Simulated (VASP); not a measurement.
# Tl (Pm-3m) in VASP: notebook, part 2 of 2

VASP 6.6.1. The steps go on from the part before.

## 4. Single point, PBE

This run uses another cell than the first one, of 29.44 Å³/atom.

INCAR reads:

```
PREC = Accurate
ENCUT = 520
EDIFF = 1E-6
ISMEAR = -1
SIGMA = 0.1
LREAL = False
LASPH = True
NELM = 60
ALGO = Normal
ISIF = 2
LWAVE = False
LCHARG = True
GGA = PE
LELF = True
LVHAR = True
NBANDS = 12
```

KPOINTS reads:

```
regular mesh
0
Gamma
  7 7 7
```

POSCAR reads:

```
Tl
1.0
    3.0876610482      0.0000000000      0.0000000000
    0.0000000000      3.0876610482      0.0000000000
    0.0000000000      0.0000000000      3.0876610482
Tl
1
Direct
    0.0000000000      0.0000000000      0.0000000000
```

Potentials or basis: VASP PAW PBE potentials, release 64 (Tl_d).

Started as:

```
> cat potpaw_PBE.64/Tl_d/POTCAR > POTCAR
> mpirun -np 1 vasp_std > vasp.out
```

OUTCAR:

```text
PREC = Accurate
   ENCUT = 520
   EDIFF = 1E-6
   ISMEAR = -1
   LREAL = False
   LASPH = True
   NELM = 60
   ISIF = 2
   GGA = PE

 ion  position               nearest neighbor table
   1  0.000  0.000  0.000-

  LATTYP: Found a simple cubic cell.
 ALAT       =     3.0876610482

  Lattice vectors:

 A1 = (   3.0876610482,   0.0000000000,   0.0000000000)
 A2 = (   0.0000000000,   3.0876610482,   0.0000000000)
 A3 = (   0.0000000000,   0.0000000000,   3.0876610482)

Analysis of symmetry for initial positions (statically):
=====================================================================
 Subroutine PRICEL returns:
 Original cell was already a primitive cell.

 Routine SETGRP: Setting up the symmetry group for a
 simple cubic supercell.

 Subroutine GETGRP returns: Found 48 space group operations
 (whereof 48 operations were pure point group operations)
 out of a pool of 48 trial point group operations.

The static configuration has the point symmetry O_h .

Analysis of symmetry for dynamics (positions and initial velocities):
=====================================================================
 Subroutine PRICEL returns:
 Original cell was already a primitive cell.

 Routine SETGRP: Setting up the symmetry group for a
 simple cubic supercell.

 Subroutine GETGRP returns: Found 48 space group operations
 (whereof 48 operations were pure point group operations)
 out of a pool of 48 trial point group operations.

The dynamic configuration has the point symmetry O_h .

 Subroutine INISYM returns: Found 48 space group operations
 (whereof 48 operations are pure point group operations),
 and found     1 'primitive' translations

----------------------------------------------------------------------------------------

                                     Primitive cell

  volume of cell :      29.4367

  direct lattice vectors                    reciprocal lattice vectors
     3.087661048  0.000000000  0.000000000     0.323869746  0.000000000  0.000000000
     0.000000000  3.087661048  0.000000000     0.000000000  0.323869746  0.000000000
     0.000000000  0.000000000  3.087661048     0.000000000  0.000000000  0.323869746

  length of vectors
     3.087661048  3.087661048  3.087661048     0.323869746  0.323869746  0.323869746

  position of ions in fractional coordinates (direct lattice)
     0.000000000  0.000000000  0.000000000

  ion indices of the primitive-cell ions
   primitive index   ion index
                 1           1

----------------------------------------------------------------------------------------

 KPOINTS: regular mesh

Automatic generation of k-mesh.
 Grid dimensions read from file:
 generate k-points for:    7    7    7

 Generating k-lattice:

  Cartesian coordinates                     Fractional coordinates (reciprocal lattice)
     0.046267107  0.000000000  0.000000000     0.142857143  0.000000000  0.000000000
     0.000000000  0.046267107  0.000000000     0.000000000  0.142857143  0.000000000
     0.000000000  0.000000000  0.046267107     0.000000000  0.000000000  0.142857143

  Length of vectors
     0.046267107  0.046267107  0.046267107

  Shift w.r.t. Gamma in fractional coordinates (k-lattice)
     0.000000000  0.000000000  0.000000000

 Subroutine IBZKPT returns following result:
 ===========================================

 Found     20 irreducible k-points:

 Following reciprocal coordinates:
            Coordinates               Weight
  0.000000  0.000000  0.000000      1.000000
  0.142857  0.000000  0.000000      6.000000
  0.285714  0.000000  0.000000      6.000000
  0.428571  0.000000  0.000000      6.000000
  0.142857  0.142857  0.000000     12.000000
  0.285714  0.142857  0.000000     24.000000
[... 12 lines left out ...]
  0.428571  0.428571  0.285714     24.000000
  0.428571  0.428571  0.428571      8.000000
   k-points           NKPTS =     20   k-points in BZ     NKDIM =     20   number of bands    NBANDS=     12
   number of dos      NEDOS =    301   number of ions     NIONS =      1
   total plane-waves  NPLWV =  13824
   dimension x,y,z NGX =    24 NGY =   24 NGZ =   24
   dimension x,y,z NGXF=    48 NGYF=   48 NGZF=   48
   ions per type =               1
   NGX,Y,Z   is equivalent  to a cutoff of  12.92, 12.92, 12.92 a.u.
   NGXF,Y,Z  is equivalent  to a cutoff of  25.84, 25.84, 25.84 a.u.
 SYSTEM =  unknown system
   PREC   = accura    normal or accurate (medium, high low for compatibility)
   ISTART =      0    job   : 0-new  1-cont  2-samecut
   ICHARG =      2    charge: 1-file 2-atom 10-const
   ISPIN  =      1    spin polarized calculation?
   LNONCOLLINEAR =      F non collinear calculations
   LSORBIT =      F    spin-orbit coupling
   LASPH  =      T    aspherical Exc in radial PAW
   ENCUT  =  520.0 eV  38.22 Ry    6.18 a.u.   5.74  5.74  5.74*2*pi/ulx,y,z
   NELM   =     60;   NELMIN=  2; NELMDL= -5     # of ELM steps
   EDIFF  = 0.1E-05   stopping-criterion for ELM
   LREAL  =      F    real-space projection
   EDIFFG = 0.1E-04   stopping-criterion for IOM
   NSW    =      0    number of steps for IOM
   IBRION =     -1    ionic relax: 0-MD 1-quasi-New 2-CG
   NFREE  =      0    steps in history (QN), initial steepest desc. (CG)
   ISIF   =      2    stress and relaxation
   ISYM   =      2    0-nonsym 1-usesym 2-fastsym
   POTIM  = 0.5000    time-step for ionic-motion
   TEBEG  =    0.0;   TEEND  =   0.0 temperature during run
   PSTRESS=    0.0 pullay stress
   NELECT =      13.0000    total number of electrons
   NUPDOWN=      -1.0000    fix difference up-down
   EMIN   =  10.00;   EMAX   =-10.00  energy-range for DOS
   EFERMI =   0.00;   METHOD = LEGACY
   ISMEAR =    -1;   SIGMA  =   0.10  broadening in eV -4-tet -1-fermi 0-gaus
   EFERMI_NEDOS =   21; number of points for ismear=-14 and -15
   IALGO  =     38    algorithm
   IMIX   =      4    mixing-type and parameters
     AMIX     =   0.40;   BMIX     =  1.00
     AMIX_MAG =   1.60;   BMIX_MAG =  1.00
  volume/ion in A,a.u.               =      29.44       198.65
  Fermi-wavevector in a.u.,A,eV,Ry     =   1.246693  2.355909 21.146780  1.554244
  Thomas-Fermi vector in A             =   2.380859
   LORBIT       =      0    0 simple, 1 ext, 2 COOP (PROOUT), +10 PAW based schemes
   GGA     = PE    functional components
   LHFCALC =     F    Hartree Fock is set to
   AEXX    =    0.0000 exact exchange contribution
   IVDW    =     0    specifies the selected vdW correction
   LEPSILON=     F    determine dielectric tensor
   LRPA    =     F    only Hartree local field effects (RPA)
 non-spin polarized calculation
  energy-cutoff  :      520.00
  volume of cell :       29.44
 maximum number of plane-waves:       808
 NGX is ok and might be reduce to    24
   NGX = 11   NGY = 11   NGZ = 11

 number of electron      12.9999996 magnetization

 Free energy of the ion-electron system (eV)
  ---------------------------------------------------
  ext. energy  EPLUGINS =         0.00000000
  ---------------------------------------------------
  free energy    TOTEN  =        -2.03153880 eV

  energy without entropy =       -2.00491952  energy(sigma->0) =       -2.01822916

 E-fermi :   6.4348     XC(G=0):  -9.9546

 val. band max:        6.4312528717   @ k =   0.4286   0.4286   0.0000
 cond. band min:       6.7879232257   @ k =   0.2857   0.0000   0.0000
 fundamental gap:      0.3566703540
 Fermi energy:         6.4347536558

 k-point     1 :       0.0000    0.0000    0.0000
  band No.  band energies     occupation
      1      -6.1345      2.00000
      2      -6.1345      2.00000
      3      -4.8812      2.00000
      4      -4.8812      2.00000
      5      -4.8812      2.00000
      6      -3.8573      2.00000
      7      13.4994      0.00000
      8      13.4994      0.00000
      9      13.4994      0.00000
     10      16.7166      0.00000
     11      18.2959      0.00000
     12      18.2959      0.00000
[... 271 lines left out ...]
 k-point    20 :       0.4286    0.4286    0.4286
  band No.  band energies     occupation
      1      -5.6910      2.00000
      2      -5.6777      2.00000
      3      -5.6777      2.00000
      4      -4.5852      2.00000
      5      -4.5852      2.00000
      6       4.8104      2.00000
      7       8.5181      0.00000
      8       8.5181      0.00000
      9       9.3866      0.00000
     10      13.0977      0.00000
     11      14.9947      0.00000
     12      14.9947      0.00000

------------------------ aborting loop because EDIFF is reached ----------------------------------------

  FORCE on cell =-STRESS in cart. coord.  units (eV):
  Direction    XX          YY          ZZ          XY          YZ          ZX
  --------------------------------------------------------------------------------------
  -------------------------------------------------------------------------------------
  Total        0.9071171      0.9071171      0.9071171     -0.0000000      0.0000000     -0.0000000
  in kB       49.3724935     49.3724935     49.3724935     -0.0000000      0.0000000     -0.0000000
  external PRESSURE =      49.3724935 kB  Pullay stress =       0.0000000 kB

 VOLUME and BASIS-vectors are now :
 -----------------------------------------------------------------------------
  energy-cutoff  :      520.00
  volume of cell :       29.44
      direct lattice vectors                 reciprocal lattice vectors
     3.087661048  0.000000000  0.000000000     0.323869746  0.000000000  0.000000000
     0.000000000  3.087661048  0.000000000     0.000000000  0.323869746  0.000000000
     0.000000000  0.000000000  3.087661048     0.000000000  0.000000000  0.323869746

 POSITION                                       TOTAL-FORCE (eV/Angst)
 -----------------------------------------------------------------------------------
      0.00000      0.00000      0.00000         0.000000      0.000000      0.000000
 -----------------------------------------------------------------------------------
    total drift:                                0.000000     -0.000000      0.000000

  FREE ENERGIE OF THE ION-ELECTRON SYSTEM (eV)
  ---------------------------------------------------
  free  energy   TOTEN  =        -2.0315387961 eV

  energy  without entropy=       -2.0049195238  energy(sigma->0) =       -2.01822916
```

stdout:

```text
POSCAR found type information on POSCAR Tl
 POSCAR found :  1 types and       1 ions
 scaLAPACK will be used
 LDA part: xc-table for (Slater+PW92), standard interpolation
 POSCAR, INCAR and KPOINTS ok, starting setup
 FFT: planning ... GRIDC
 FFT: planning ... GRID_SOFT
 FFT: planning ... GRID
 WAVECAR not read
 entering main loop
```

Wall time 6.5 s (1 thread of Intel Xeon 8259CL, shared host); peak memory 0.14 GiB.

Results:

- Free energy: -2.0315 eV
- Pressure: 4.9 GPa
- Band gap on the k mesh: zero (an odd number of electrons rules out a gap without spin polarisation)

Caveat: the cell stands under pressure; spin-orbit coupling is left out, which moves the levels of the heavy elements.

## 5. The runs side by side

| cell | gap on the mesh (eV) | pressure (GPa) |
| --- | --- | --- |
| a = 2.883 Å, 1 atom | none | 20.0 |
| a = 2.995 Å, 1 atom | none | 9.9 |
| a = 3.088 Å, 1 atom | none | 4.9 |

Alike in all rows: task single point; level PBE; potentials or basis VASP PAW PBE potentials, release 64 (Tl_d); no spin polarisation; k mesh 7 × 7 × 7; cutoff (eV) 520; smearing fermi-dirac 0.1 eV.

Caveats: the cell stands under pressure; spin-orbit coupling is left out, which moves the levels of the heavy elements.

Total energies depend on the potentials used, so only differences within one code and one set of settings carry meaning.
